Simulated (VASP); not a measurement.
# La (Im-3m) in VASP: notebook, part 2 of 2

VASP 6.6.1. Earlier steps stand in the parts before.

**3. Single point, LDA, non-collinear spin, zero start, spin-orbit coupling**

Contents of INCAR:

```
SYSTEM = La
ALGO     = Normal         ! electronic algorithm
EDIFF    = 1E-6           ! SCF threshold, eV
ENCUT    = 520            ! plane-wave cutoff, eV
GGA_COMPAT= .FALSE.      
ISIF     = 2              ! what is computed and relaxed
ISMEAR   = -1             ! smearing method
LASPH    = .TRUE.         ! aspherical terms in the spheres
LCHARG   = .TRUE.         ! write CHGCAR
LMAXMIX  = 6              ! l up to which the mixer works
LNONCOLLINEAR= .TRUE.         ! non-collinear magnetism
LORBIT   = 11             ! projections on sites
LORBMOM  = .TRUE.       
LREAL    = .FALSE.        ! projectors in reciprocal space
LSORBIT  = .TRUE.         ! spin-orbit coupling
LVHAR    = .TRUE.       
LWAVE    = .FALSE.        ! write WAVECAR
MAGMOM   = 0 0 0          ! initial moments
NBANDS   = 22             ! bands
NELM     = 150            ! most SCF steps
PREC     = Accurate       ! precision mode
SIGMA    = 0.03           ! smearing width, eV
```

Contents of KPOINTS:

```
k-points
0
G
  11 11 11
  0 0 0
```

Contents of POSCAR:

```
La
1.0
   -2.1238310710      2.1238310710      2.1238310710
    2.1238310710     -2.1238310710      2.1238310710
    2.1238310710      2.1238310710     -2.1238310710
La
1
Direct
    0.0000000000      0.0000000000      0.0000000000
```

Potentials or basis: VASP PAW LDA potentials, release 64 (La).

The run is started by

```
$ cat potpaw_LDA.64/La/POTCAR > POTCAR
$ mpirun -np 1 vasp_ncl > vasp.out
```

OUTCAR:

```text
SYSTEM = La
   EDIFF = 1E-6
   ENCUT = 520
   ISIF = 2
   ISMEAR = -1
   LASPH = .TRUE.
   LNONCOLLINEAR = .TRUE.
   LORBIT = 11
   LREAL = .FALSE.
   LSORBIT = .TRUE.
   NELM = 150
   PREC = Accurate

 ion  position               nearest neighbor table
   1  0.000  0.000  0.000-

  LATTYP: Found a body centered cubic cell.
 ALAT       =     4.2476621420

  Lattice vectors:

 A1 = (  -2.1238310710,   2.1238310710,   2.1238310710)
 A2 = (   2.1238310710,  -2.1238310710,   2.1238310710)
 A3 = (   2.1238310710,   2.1238310710,  -2.1238310710)

Analysis of symmetry for initial positions (statically):
=====================================================================
 Subroutine PRICEL returns:
 Original cell was already a primitive cell.

 Routine SETGRP: Setting up the symmetry group for a
 body centered cubic supercell.

 Subroutine GETGRP returns: Found 48 space group operations
 (whereof 48 operations were pure point group operations)
 out of a pool of 48 trial point group operations.

The static configuration has the point symmetry O_h .

Analysis of symmetry for dynamics (positions and initial velocities):
=====================================================================
 Subroutine PRICEL returns:
 Original cell was already a primitive cell.

 Routine SETGRP: Setting up the symmetry group for a
 body centered cubic supercell.

 Subroutine GETGRP returns: Found 48 space group operations
 (whereof 48 operations were pure point group operations)
 out of a pool of 48 trial point group operations.

The dynamic configuration has the point symmetry O_h .

Analysis of structural, dynamic, and magnetic symmetry:
=====================================================================
 Subroutine PRICEL returns:
 Original cell was already a primitive cell.

 Routine SETGRP: Setting up the symmetry group for a
 body centered cubic supercell.

[... 772 lines left out ...]
 -----------------------------------------------------------------------------
  energy-cutoff  :      520.00
  volume of cell :       38.32
      direct lattice vectors                 reciprocal lattice vectors
    -2.123831071  2.123831071  2.123831071     0.000000000  0.235423620  0.235423620
     2.123831071 -2.123831071  2.123831071     0.235423620  0.000000000  0.235423620
     2.123831071  2.123831071 -2.123831071     0.235423620  0.235423620  0.000000000

 POSITION                                       TOTAL-FORCE (eV/Angst)
 -----------------------------------------------------------------------------------
      0.00000      0.00000      0.00000         0.000000      0.000000     -0.000000
 -----------------------------------------------------------------------------------
    total drift:                                0.000000      0.000000      0.000000

  FREE ENERGIE OF THE ION-ELECTRON SYSTEM (eV)
  ---------------------------------------------------
  free  energy   TOTEN  =        -5.6730175971 eV

  energy  without entropy=       -5.6600953995  energy(sigma->0) =       -5.66655650

 orbital moment (x)

 # of ion     p       d       f       tot
 ------------------------------------------------
  1         0.000  -0.000   0.000  -0.000
 ------------------------------------------------
            0.000  -0.000   0.000  -0.000

 orbital moment (y)

 # of ion     p       d       f       tot
 ------------------------------------------------
  1         0.000  -0.000  -0.000  -0.000
 ------------------------------------------------
            0.000  -0.000  -0.000  -0.000

 orbital moment (z)

 # of ion     p       d       f       tot
 ------------------------------------------------
  1         0.000   0.000  -0.000  -0.000
 ------------------------------------------------
            0.000   0.000  -0.000  -0.000

 Spin-Orbit-Coupling matrix elements

 Ion:    1  E_soc:     -0.6253768
 l=   1
     0.0000000    -0.1030626    -0.1030626
    -0.1030626     0.0000000    -0.1030626
    -0.1030626    -0.1030626     0.0000000
 l=   2
     0.0000000     0.0000880     0.0000000     0.0000880    -0.0010943
     0.0000880     0.0000000    -0.0008207     0.0000880    -0.0002736
     0.0000000    -0.0008207     0.0000000    -0.0008207     0.0000000
     0.0000880     0.0000880    -0.0008207     0.0000000    -0.0002736
    -0.0010943    -0.0002736     0.0000000    -0.0002736     0.0000000
 l=   3
     0.0000000    -0.0000166     0.0000000     0.0000000     0.0000000    -0.0000003    -0.0001158
    -0.0000166     0.0000000    -0.0000276     0.0000000    -0.0000276    -0.0000442    -0.0000166
     0.0000000    -0.0000276     0.0000000    -0.0000575    -0.0000007    -0.0000587     0.0000000
     0.0000000     0.0000000    -0.0000575     0.0000000    -0.0000575     0.0000000     0.0000000
     0.0000000    -0.0000276    -0.0000007    -0.0000575     0.0000000    -0.0000587     0.0000000
    -0.0000003    -0.0000442    -0.0000587     0.0000000    -0.0000587     0.0000000    -0.0000003
    -0.0001158    -0.0000166     0.0000000     0.0000000     0.0000000    -0.0000003     0.0000000

 total charge

# of ion       s       p       d       f       tot
--------------------------------------------------
    1        2.084   5.549   0.869   0.086   8.588

 magnetization (x)

# of ion       s       p       d       f       tot
--------------------------------------------------
    1       -0.000   0.000   0.000  -0.000  -0.000

 magnetization (y)

# of ion       s       p       d       f       tot
--------------------------------------------------
    1        0.000   0.000   0.000  -0.000   0.000

 magnetization (z)

# of ion       s       p       d       f       tot
--------------------------------------------------
    1        0.000  -0.000   0.000   0.000   0.000
```

Run time: 2.4 min. Hardware: 1 thread of Oxide Virtual Turin-like, shared host; peak memory 0.22 GiB.

Results:

```yaml
Free_energy: -5.6730 eV
Pressure: -3.7 GPa
Net_moment: 0.00 μB per cell
Valence_electrons_inside_the_program's_atomic_spheres: La 8.59
```

Moments on the atoms (μB; x, y, z):
```
La  0.00 0.00 0.00
```

Caveat: the cell stands under tension.
